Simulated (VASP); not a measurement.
A run of VASP 6.6.1 is set up as follows.

File INCAR:

```
SYSTEM = Bi2Se3
PREC = Accurate
ENCUT = 520
EDIFF = 1E-6
ISMEAR = -1
SIGMA = 0.05
LREAL = .False.
LASPH = .True.
NELM = 100
ALGO = Normal
ISIF = 2
LWAVE = .False.
LCHARG = .False.
GGA = PE
NBANDS = 32
```

KPOINTS

```
Automatic mesh
0
Gamma
  14 14 14
  0 0 0
```

POSCAR

```
Bi2Se3
1.0
    1.9649607440      1.1344706145      8.9598105402
   -1.9649607440      1.1344706145      8.9598105402
    0.0000000000     -2.2689412290      8.9598105402
Bi Se
2 3
Direct
    0.5970286174      0.5970286174      0.5970286174
    0.4029713826      0.4029713826      0.4029713826
    0.7963452590      0.7963452590      0.7963452590
    0.2036547410      0.2036547410      0.2036547410
    0.0000000000      0.0000000000      0.0000000000
```

Potentials or basis: VASP PAW PBE potentials, release 64 (Bi_d, Se).

The run is started by

```sh
$ cat potpaw_PBE.64/Bi_d/POTCAR potpaw_PBE.64/Se/POTCAR > POTCAR
$ mpirun -np 1 vasp_std > vasp.out
```

Q: What does it give for the band gap on the k mesh?

A: 0.07 eV.

Q: What does it give for the pressure?

A: 14.3 GPa.

Q: What does it give for the largest force?

A: 0.013 eV/Å.

Forces in eV/Å, atoms in the order of the input:
```
Bi   0.000  0.000  0.013
Bi   0.000  0.000 -0.013
Se   0.000  0.000  0.008
Se   0.000  0.000 -0.008
Se   0.000  0.000  0.000
```

Caveat: the cell differs from its parent crystal (z stretched by -2 %, then relaxed in part); the cell stands under pressure; spin-orbit coupling is left out, which moves the levels of the heavy elements. A k mesh can miss the band edges.
